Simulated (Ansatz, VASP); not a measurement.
## One calculation of Cu, two programs

```
CELL_PARAMETERS angstrom
-1.44525 1.44525 1.35785
1.44525 -1.44525 1.35785
1.44525 1.44525 -1.35785
ATOMIC_POSITIONS crystal
Cu 0.00000 0.00000 0.00000
```

Alike in both runs: task single point; functional LDA; k mesh 22 × 22 × 22; occupations gaussian, width 0.15 eV; no spin polarisation.

|  | VASP | Ansatz |
| --- | --- | --- |
| version | VASP 6.6.1 | Ansatz 0.2.0 |
| potentials or method | VASP PAW LDA potentials, release 64 (Cu_sv_GW), cutoff 820 eV | scalar-relativistic, plane waves, PAW |
| valence electrons in the cell | 19 | 19 |

```tsv
	VASP	Ansatz	Ansatz less VASP
gap on the k mesh at the Fermi level (eV)	none	none	-
pressure (GPa)	-6.9	-6.3	+0.57
traceless stress, the component that is largest in VASP (GPa)	-0.05	-0.06	-0.008
```

Ansatz warns that its potentials were made for another functional, while VASP's fit it. LDA's correlation is that of Perdew and Zunger in VASP and of Perdew and Wang (1992) in Ansatz. A gap of «none» marks a metal or a gap that the smearing closes.
